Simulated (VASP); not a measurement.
# As (Pm-3m) in VASP: settings compared

Aim: see how the results for As move with the level of theory and the settings. Levels: LDA, PBEsol, PBE. Tasks: single point.

Program: VASP 6.6.1. These are calculated values, not measurements. Logs are shortened: lines on timing, memory, paths and dates and some standing lists are left out, and cuts for length are marked.

### 1 The cell of the first run

It takes space group Pm-3m (No. 221, cubic). The conventional cell has a = 2.704 Å, b = 2.704 Å, c = 2.704 Å, α = 90.00°, β = 90.00°, γ = 90.00°. As (site symmetry m-3m) has 6 As at 2.70 Å within 3.6 Å.

### 2 Single point, LDA, non-collinear spin, zero start, spin-orbit coupling

INCAR reads:

```
PREC = Accurate
ENCUT = 520
EDIFF = 1E-7
ISMEAR = -1
SIGMA = 0.05
LREAL = F
LASPH = T
NELM = 150
ALGO = Normal
ISIF = 2
LWAVE = F
LCHARG = T
MAGMOM = 0 0 0
LORBIT = 11
LSORBIT = T
GGA_COMPAT = F
LORBMOM = T
GGA = CA
LVHAR = T
NBANDS = 16
```

KPOINTS reads:

```
Automatic mesh
0
Gamma
  7 7 7
```

POSCAR reads:

```
As
1.0
    2.7036817444      0.0000000000      0.0000000000
    0.0000000000      2.7036817444      0.0000000000
    0.0000000000      0.0000000000      2.7036817444
As
1
Direct
    0.5000000000      0.5000000000      0.5000000000
```

Potentials or basis: VASP PAW LDA potentials, release 64 (As).

The run is started by

```bash
$ cat potpaw_LDA.64/As/POTCAR > POTCAR
$ mpirun -np 1 vasp_ncl > vasp.out
```

OUTCAR:

```text
PREC = Accurate
   ENCUT = 520
   EDIFF = 1E-7
   ISMEAR = -1
   LREAL = F
   LASPH = T
   NELM = 150
   ISIF = 2
   LORBIT = 11
   LSORBIT = T
   GGA = CA

 ion  position               nearest neighbor table
   1  0.500  0.500  0.500-

  LATTYP: Found a simple cubic cell.
 ALAT       =     2.7036817444

  Lattice vectors:

 A1 = (   2.7036817444,   0.0000000000,   0.0000000000)
 A2 = (   0.0000000000,   2.7036817444,   0.0000000000)
 A3 = (   0.0000000000,   0.0000000000,   2.7036817444)

Analysis of symmetry for initial positions (statically):
=====================================================================
 Subroutine PRICEL returns:
 Original cell was already a primitive cell.

 Routine SETGRP: Setting up the symmetry group for a
 simple cubic supercell.

 Subroutine GETGRP returns: Found 48 space group operations
[... 9 lines left out ...]

 Routine SETGRP: Setting up the symmetry group for a
 simple cubic supercell.

 Subroutine GETGRP returns: Found 48 space group operations
 (whereof 48 operations were pure point group operations)
 out of a pool of 48 trial point group operations.

The dynamic configuration has the point symmetry O_h .

Analysis of structural, dynamic, and magnetic symmetry:
=====================================================================
 Subroutine PRICEL returns:
 Original cell was already a primitive cell.

 Routine SETGRP: Setting up the symmetry group for a
 simple cubic supercell.

 Subroutine GETGRP returns: Found 48 space group operations
 (whereof 48 operations were pure point group operations)
 out of a pool of 48 trial point group operations.

The overall configuration has the point symmetry O_h .

 Subroutine INISYM returns: Found 48 space group operations
[... 5 lines left out ...]
                                     Primitive cell

  volume of cell :      19.7636

  direct lattice vectors                    reciprocal lattice vectors
     2.703681744  0.000000000  0.000000000     0.369866018  0.000000000  0.000000000
     0.000000000  2.703681744  0.000000000     0.000000000  0.369866018  0.000000000
     0.000000000  0.000000000  2.703681744     0.000000000  0.000000000  0.369866018

  length of vectors
     2.703681744  2.703681744  2.703681744     0.369866018  0.369866018  0.369866018

  position of ions in fractional coordinates (direct lattice)
     0.500000000  0.500000000  0.500000000

  ion indices of the primitive-cell ions
   primitive index   ion index
                 1           1

----------------------------------------------------------------------------------------

 KPOINTS: Automatic mesh

Automatic generation of k-mesh.
 Grid dimensions read from file:
 generate k-points for:    7    7    7

 Generating k-lattice:

  Cartesian coordinates                     Fractional coordinates (reciprocal lattice)
     0.052838003  0.000000000  0.000000000     0.142857143  0.000000000  0.000000000
     0.000000000  0.052838003  0.000000000     0.000000000  0.142857143  0.000000000
     0.000000000  0.000000000  0.052838003     0.000000000  0.000000000  0.142857143

  Length of vectors
     0.052838003  0.052838003  0.052838003

  Shift w.r.t. Gamma in fractional coordinates (k-lattice)
     0.000000000  0.000000000  0.000000000

 Subroutine IBZKPT returns following result:
 ===========================================

 Found     20 irreducible k-points:

 Following reciprocal coordinates:
            Coordinates               Weight
  0.000000  0.000000  0.000000      1.000000
  0.142857  0.000000  0.000000      6.000000
  0.285714  0.000000  0.000000      6.000000
  0.428571  0.000000  0.000000      6.000000
  0.142857  0.142857  0.000000     12.000000
  0.285714  0.142857  0.000000     24.000000
[... 12 lines left out ...]
  0.428571  0.428571  0.285714     24.000000
  0.428571  0.428571  0.428571      8.000000
   k-points           NKPTS =     20   k-points in BZ     NKDIM =     20   number of bands    NBANDS=     16
   number of dos      NEDOS =    301   number of ions     NIONS =      1
   total plane-waves  NPLWV =   8000
   dimension x,y,z NGX =    20 NGY =   20 NGZ =   20
   dimension x,y,z NGXF=    40 NGYF=   40 NGZF=   40
   ions per type =               1
   NGX,Y,Z   is equivalent  to a cutoff of  12.30, 12.30, 12.30 a.u.
   NGXF,Y,Z  is equivalent  to a cutoff of  24.60, 24.60, 24.60 a.u.
 SYSTEM =  unknown system
   PREC   = accura    normal or accurate (medium, high low for compatibility)
   ISTART =      0    job   : 0-new  1-cont  2-samecut
   ICHARG =      2    charge: 1-file 2-atom 10-const
   ISPIN  =      1    spin polarized calculation?
   LNONCOLLINEAR =      T non collinear calculations
   LSORBIT =      T    spin-orbit coupling
   LASPH  =      T    aspherical Exc in radial PAW
   ENCUT  =  520.0 eV  38.22 Ry    6.18 a.u.   5.03  5.03  5.03*2*pi/ulx,y,z
   NELM   =    150;   NELMIN=  2; NELMDL= -5     # of ELM steps
   EDIFF  = 0.1E-06   stopping-criterion for ELM
   LREAL  =      F    real-space projection
   EDIFFG = 0.1E-05   stopping-criterion for IOM
   NSW    =      0    number of steps for IOM
   IBRION =     -1    ionic relax: 0-MD 1-quasi-New 2-CG
   NFREE  =      0    steps in history (QN), initial steepest desc. (CG)
   ISIF   =      2    stress and relaxation
   ISYM   =      2    0-nonsym 1-usesym 2-fastsym
   POTIM  = 0.5000    time-step for ionic-motion
   TEBEG  =    0.0;   TEEND  =   0.0 temperature during run
   PSTRESS=    0.0 pullay stress
   NELECT =       5.0000    total number of electrons
   NUPDOWN=      -1.0000    fix difference up-down
   EMIN   =  10.00;   EMAX   =-10.00  energy-range for DOS
[... 5 lines left out ...]
     AMIX     =   0.40;   BMIX     =  1.00
     AMIX_MAG =   1.60;   BMIX_MAG =  1.00
  volume/ion in A,a.u.               =      19.76       133.37
  Fermi-wavevector in a.u.,A,eV,Ry     =   1.035403  1.956627 14.586243  1.072059
  Thomas-Fermi vector in A             =   2.169744
   LORBIT       =     11    0 simple, 1 ext, 2 COOP (PROOUT), +10 PAW based schemes
   GGA     = CA    functional components
   LHFCALC =     F    Hartree Fock is set to
   AEXX    =    0.0000 exact exchange contribution
   IVDW    =     0    specifies the selected vdW correction
   LEPSILON=     F    determine dielectric tensor
   LRPA    =     F    only Hartree local field effects (RPA)
  energy-cutoff  :      520.00
  volume of cell :       19.76
 maximum number of plane-waves:      1080
   NGX = 11   NGY = 11   NGZ = 11

 number of electron       5.0000000 magnetization       0.0000000      0.0000000      0.0000000

 number of electron       5.0000001 magnetization       0.0000000      0.0000000     -0.0000000

 number of electron       5.0000001 magnetization      -0.0000000     -0.0000000      0.0000000

 Free energy of the ion-electron system (eV)
  ---------------------------------------------------
  ext. energy  EPLUGINS =         0.00000000
  ---------------------------------------------------
  free energy    TOTEN  =        -5.36665515 eV

  energy without entropy =       -5.36228769  energy(sigma->0) =       -5.36447142

 E-fermi :   5.8033     XC(G=0): -10.5884

 val. band max:        5.3843303921   @ k =   0.4286   0.2857   0.1429
 cond. band min:       5.8552885189   @ k =   0.4286   0.2857   0.2857
 fundamental gap:      0.4709581268
 Fermi energy:         5.8032666757

 k-point     1 :       0.0000    0.0000    0.0000
  band No.  band energies     occupation
      1      -9.0394      1.00000
      2      -9.0394      1.00000
      3       9.7369      0.00000
      4       9.7369      0.00000
      5      10.1978      0.00000
      6      10.1978      0.00000
[... 8 lines left out ...]
     15      30.8101      0.00000
     16      30.8195      0.00000

 k-point     2 :       0.1429    0.0000    0.0000
  band No.  band energies     occupation
      1      -8.6664      1.00000
      2      -8.6664      1.00000
      3       6.7044      0.00000
      4       6.7044      0.00000
      5      10.2176      0.00000
      6      10.2176      0.00000
[... 8 lines left out ...]
     15      27.1751      0.00000
     16      27.1901      0.00000

 k-point     3 :       0.2857    0.0000    0.0000
  band No.  band energies     occupation
      1      -7.6008      1.00000
      2      -7.6008      1.00000
      3       2.5403      1.00000
      4       2.5403      1.00000
      5      11.0615      0.00000
      6      11.0615      0.00000
[... 8 lines left out ...]
     15      23.5001      0.00000
     16      23.5004      0.00000

 k-point     4 :       0.4286    0.0000    0.0000
  band No.  band energies     occupation
      1      -6.2195      1.00000
      2      -6.2195      1.00000
      3      -0.4696      1.00000
      4      -0.4696      1.00000
      5      11.9607      0.00000
      6      11.9607      0.00000
[... 8 lines left out ...]
     15      21.0869      0.00000
     16      21.0869      0.00000
[... 248 lines left out ...]
 k-point    18 :       0.4286    0.2857    0.2857
  band No.  band energies     occupation
      1      -3.3103      1.00000
      2      -3.3103      1.00000
      3       2.1553      1.00000
      4       2.1553      1.00000
      5       5.8553      0.26107
      6       5.8553      0.26107
[... 8 lines left out ...]
     15      23.2242      0.00000
     16      23.2242      0.00000

 k-point    19 :       0.4286    0.4286    0.2857
  band No.  band energies     occupation
      1      -1.8554      1.00000
      2      -1.8554      1.00000
      3       3.1129      1.00000
      4       3.1129      1.00000
      5       3.4268      1.00000
      6       3.4268      1.00000
[... 8 lines left out ...]
     15      20.2508      0.00000
     16      20.2508      0.00000

 k-point    20 :       0.4286    0.4286    0.4286
  band No.  band energies     occupation
      1      -0.3255      1.00000
      2      -0.3255      1.00000
      3       4.0110      1.00000
      4       4.0110      1.00000
      5       4.2751      1.00000
      6       4.2751      1.00000
[... 8 lines left out ...]
     15      17.1552      0.00000
     16      17.1552      0.00000

------------------------ aborting loop because EDIFF is reached ----------------------------------------

  FORCE on cell =-STRESS in cart. coord.  units (eV):
  Direction    XX          YY          ZZ          XY          YZ          ZX
  --------------------------------------------------------------------------------------
  -------------------------------------------------------------------------------------
  Total       -0.3068430     -0.3068430     -0.3068430     -0.0000000     -0.0000000     -0.0000000
  in kB      -24.8748273    -24.8748273    -24.8748273     -0.0000000     -0.0000000     -0.0000000
  external PRESSURE =     -24.8748273 kB  Pullay stress =       0.0000000 kB

 VOLUME and BASIS-vectors are now :
 -----------------------------------------------------------------------------
  energy-cutoff  :      520.00
  volume of cell :       19.76
      direct lattice vectors                 reciprocal lattice vectors
     2.703681744  0.000000000  0.000000000     0.369866018  0.000000000  0.000000000
     0.000000000  2.703681744  0.000000000     0.000000000  0.369866018  0.000000000
     0.000000000  0.000000000  2.703681744     0.000000000  0.000000000  0.369866018

 POSITION                                       TOTAL-FORCE (eV/Angst)
 -----------------------------------------------------------------------------------
      1.35184      1.35184      1.35184         0.000000      0.000000      0.000000
 -----------------------------------------------------------------------------------
    total drift:                                0.000000      0.000000      0.000000

  FREE ENERGIE OF THE ION-ELECTRON SYSTEM (eV)
  ---------------------------------------------------
  free  energy   TOTEN  =        -5.3666551544 eV

  energy  without entropy=       -5.3622876887  energy(sigma->0) =       -5.36447142

 orbital moment (x)

 # of ion     p       d       tot
 ----------------------------------------
  1         0.000   0.000   0.000
 ----------------------------------------
            0.000   0.000   0.000

 orbital moment (y)

 # of ion     p       d       tot
 ----------------------------------------
  1         0.000   0.000   0.000
 ----------------------------------------
            0.000   0.000   0.000

 orbital moment (z)

 # of ion     p       d       tot
 ----------------------------------------
  1         0.000   0.000   0.000
 ----------------------------------------
            0.000   0.000   0.000

 Spin-Orbit-Coupling matrix elements

 Ion:    1  E_soc:     -0.0258853
 l=   1
     0.0000000    -0.0043075    -0.0043075
    -0.0043075     0.0000000    -0.0043075
    -0.0043075    -0.0043075     0.0000000
 l=   2
     0.0000000    -0.0000018     0.0000000    -0.0000018    -0.0000049
    -0.0000018     0.0000000    -0.0000037    -0.0000018    -0.0000012
     0.0000000    -0.0000037     0.0000000    -0.0000037     0.0000000
    -0.0000018    -0.0000018    -0.0000037     0.0000000    -0.0000012
    -0.0000049    -0.0000012     0.0000000    -0.0000012     0.0000000
 l=   3
     0.0000000     0.0000000     0.0000000     0.0000000     0.0000000     0.0000000     0.0000000
     0.0000000     0.0000000     0.0000000     0.0000000     0.0000000     0.0000000     0.0000000
     0.0000000     0.0000000     0.0000000     0.0000000     0.0000000     0.0000000     0.0000000
     0.0000000     0.0000000     0.0000000     0.0000000     0.0000000     0.0000000     0.0000000
     0.0000000     0.0000000     0.0000000     0.0000000     0.0000000     0.0000000     0.0000000
     0.0000000     0.0000000     0.0000000     0.0000000     0.0000000     0.0000000     0.0000000
     0.0000000     0.0000000     0.0000000     0.0000000     0.0000000     0.0000000     0.0000000

 total charge

# of ion       s       p       d       tot
------------------------------------------
    1        1.308   1.334   0.054   2.696

 magnetization (x)

# of ion       s       p       d       tot
------------------------------------------
    1        0.000   0.000   0.000   0.000

 magnetization (y)

# of ion       s       p       d       tot
------------------------------------------
    1        0.000   0.000   0.000   0.000

 magnetization (z)

# of ion       s       p       d       tot
------------------------------------------
    1        0.000   0.000   0.000   0.000
```

Wall time 20 s (1 thread of AMD EPYC 7R13, shared host); peak memory 0.11 GiB.

What came out:

```
Free energy                                           : -5.3667 eV
Pressure                                              : -2.5 GPa
Net moment                                            : 0.00 μB per cell
Valence electrons inside the program's atomic spheres : As 2.70
```

Moments on the atoms (μB; x, y, z):
```
As  0.00 0.00 0.00
```

### 3 Single point, PBEsol, non-collinear spin, zero start, spin-orbit coupling

INCAR reads:

```
  PREC = Accurate
  ENCUT = 520
  EDIFF = 1E-7
  ISMEAR = -1
  SIGMA = 0.05
  LREAL = F
  LASPH = T
  NELM = 150
  ALGO = Normal
  ISIF = 2
  LWAVE = F
  LCHARG = F
  LNONCOLLINEAR = T
  MAGMOM = 0 0 0
  LORBIT = 11
  LSORBIT = T
  GGA_COMPAT = F
  LORBMOM = T
  GGA = PS
  NBANDS = 16
```

KPOINTS reads:

```
regular mesh
0
Gamma
  7 7 7
```

POSCAR is that of step 2.

Potentials or basis: VASP PAW PBE potentials, release 64 (As).

The run is started by

```bash
$ cat potpaw_PBE.64/As/POTCAR > POTCAR
$ mpirun -np 1 vasp_ncl > vasp.out
```

Run time: 22 s. Hardware: 1 thread of AMD EPYC 7R13, shared host; peak memory 0.13 GiB.

The run converged. Its results:

| Property | Result |
| --- | --- |
| Free energy | -5.0822 eV |
| Pressure | -0.9 GPa |
| Net moment | 0.00 μB per cell |
| Valence electrons inside the program's atomic spheres | As 2.68 |

Moments on the atoms (μB; x, y, z):
```
As  0.00 0.00 0.00
```

Caveat: the PAW data sets were made with another functional, which shifts forces and pressure a little.

### 4 Single point, PBE

INCAR reads:

```
SYSTEM = As
PREC     = Accurate       ! precision mode
ENCUT    = 500            ! plane-wave cutoff, eV
EDIFF    = 1E-6           ! SCF threshold, eV
ISMEAR   = 0              ! smearing method
SIGMA    = 0.027000000000000003 ! smearing width, eV
LREAL    = .False.        ! projectors in reciprocal space
LASPH    = .True.         ! aspherical terms in the spheres
NELM     = 120            ! most SCF steps
ALGO     = Normal         ! electronic algorithm
ISIF     = 2              ! what is computed and relaxed
LWAVE    = .False.        ! write WAVECAR
LCHARG   = .False.        ! write CHGCAR
GGA      = PE             ! functional
NBANDS   = 8              ! bands
GGA_COMPAT= .False.
```

KPOINTS reads:

```
Automatic mesh
0
Gamma
  10 10 10
  0 0 0
```

POSCAR is that of step 3.

The run is started by

```bash
$ cat potpaw_PBE.64/As/POTCAR > POTCAR
$ mpirun -np 1 vasp_std > vasp.out
```

Run time: 4.5 s. Hardware: 1 thread of Intel Xeon Platinum 8488C (Sapphire Rapids), shared host; peak memory 0.12 GiB.

Results (log left out):

```
Free energy : -4.5675 eV
Pressure    : 2.4 GPa
```

Levels at points of the mesh, in eV from the Fermi level:
```tsv
k point	band 1	band 2	band 3	band 4	band 5
(0.00, 0.00, 0.00)	-14.96	4.18	4.18	4.18	8.52
(0.50, 0.00, 0.00)	-11.82	-6.91	6.47	6.47	11.19
(0.50, 0.50, 0.00)	-8.53	-4.24	-4.24	2.53	8.64
(0.50, 0.50, 0.50)	-4.90	-1.80	-1.80	-1.80	5.96
```

### 5 Overview

| level | potentials or basis | spin | k mesh | cutoff (eV) | smearing | pressure (GPa) | moment (μB) |
| --- | --- | --- | --- | --- | --- | --- | --- |
| LDA | VASP PAW LDA potentials, release 64 (As) | non-collinear, zero start, SOC | 7 × 7 × 7 | 520 | fermi-dirac 0.05 eV | -2.5 | 0.00 |
| PBEsol | VASP PAW PBE potentials, release 64 (As) | non-collinear, zero start, SOC | 7 × 7 × 7 | 520 | fermi-dirac 0.05 eV | -0.9 | 0.00 |
| PBE | VASP PAW PBE potentials, release 64 (As) | off | 10 × 10 × 10 | 500 | gaussian 0.027 eV | 2.4 | - |

Alike in all rows: task single point; cell as given.

Caveats: the PAW data sets were made with another functional, which shifts forces and pressure a little (some runs).

Total energies depend on the potentials used, so only differences within one code and one set of settings carry meaning.
